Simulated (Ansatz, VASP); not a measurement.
## Two plane-wave programs on Ta

File INCAR:

```
SYSTEM = Ta
  ALGO = Fast
  EDIFF = 1E-7
  ENCUT = 520
  GGA = PE
  ISIF = 2
  ISMEAR = 0
  LASPH = .TRUE.
  LCHARG = .FALSE.
  LREAL = .FALSE.
  LWAVE = .FALSE.
  NBANDS = 18
  NELM = 60
  PREC = Accurate
  SIGMA = 0.15
```

KPOINTS

```
k-points
0
G
  21 21 10
  0 0 0
```

Contents of POSCAR:

```
Ta
1.0
    2.8096754255      0.0000000000      0.0000000000
   -1.4048377127      2.4332502948      0.0000000000
    0.0000000000      0.0000000000      5.5051931301
Ta
2
Direct
    0.6666666667      0.3333333333      0.7500000000
    0.3333333333      0.6666666667      0.2500000000
```

Input for Ansatz:

```yaml
crystal:
  lattice:
    - [2.8096754255, 0.0, 0.0]
    - [-1.4048377127, 2.4332502948, 0.0]
    - [0.0, 0.0, 5.5051931301]
  atoms:
    - { symbol: Ta, position: [0.6666666667, 0.3333333333, 0.75] }
    - { symbol: Ta, position: [0.3333333333, 0.6666666667, 0.25] }
basis:
  ecutwfc: 420
kpoints:
  mp_grid: { grid: [21, 21, 10] }
hamiltonian:
  xc: pbe
scf:
  occupations: { method: gaussian, width: 0.15 }
output:
  forces: true
  stress: true
  eigenvalues: true
```

Alike in both runs: task single point; functional PBE; k mesh 21 × 21 × 10; occupations gaussian, width 0.15 eV; no spin polarisation.

|  | VASP | Ansatz |
| --- | --- | --- |
| version | VASP 6.6.1 | Ansatz 0.2.0 |
| potentials or method | VASP PAW PBE potentials, release 64 (Ta_pv), cutoff 520 eV | scalar-relativistic, plane waves, PAW |
| valence electrons in the cell | 22 | 26 |

|  | VASP | Ansatz | Ansatz less VASP |
| --- | --- | --- | --- |
| gap on the k mesh at the Fermi level (eV) | none | none | - |
| pressure (GPa) | 2.0 | 1.9 | -0.12 |
| traceless stress, the component that is largest in VASP (GPa) | -14.93 | -14.92 | +0.019 |

A gap of «none» marks a metal or a gap that the smearing closes. With one functional, cell and mesh, what is left measures potentials, basis and numerics. VASP's potentials hold 22 valence electrons a cell and Ansatz's 26, so a difference there can come from the potentials and not from the codes.

Spin-orbit coupling is off throughout.
